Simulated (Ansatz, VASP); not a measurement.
**Al4Cl: VASP beside Ansatz**

```
Al Cl
1.0
    -3.11915    3.11915    3.11915
     3.11915   -3.11915    3.11915
     3.11915    3.11915   -3.11915
Al Cl
4 1
Direct
  0.50000 0.50000 0.50000
  0.00000 0.00000 0.50000
  0.00000 0.50000 0.00000
  0.50000 0.00000 0.00000
  0.00000 0.00000 0.00000
```

Alike in both runs: task relaxation of cell and atoms; functional PBE; k mesh 8 × 8 × 8; occupations gaussian, width 0.1 eV; no spin polarisation.

|  | VASP | Ansatz |
| --- | --- | --- |
| version | VASP 6.6.1 | Ansatz 0.2.0 |
| potentials or method | VASP PAW PBE potentials, release 64 (Al, Cl), cutoff 600 eV | scalar-relativistic, plane waves, PAW |
| valence electrons in the cell | 19 | 19 |

Ansatz gave:

- gap on the k mesh at the Fermi level, each at its own relaxed structure (eV): none
- relaxed volume (Å³/atom): 24.23
- relaxed cell length with the largest relative difference (Å): 5.399

Problem. What did VASP give for the same quantities?

Solution. gap on the k mesh at the Fermi level, each at its own relaxed structure (eV): none; relaxed volume (Å³/atom): 24.28; relaxed cell length with the largest relative difference (Å): 5.403.

A gap of «none» marks a metal or a gap that the smearing closes.

Noted on VASP's run: the relaxation stopped at its first step, so nothing moved.
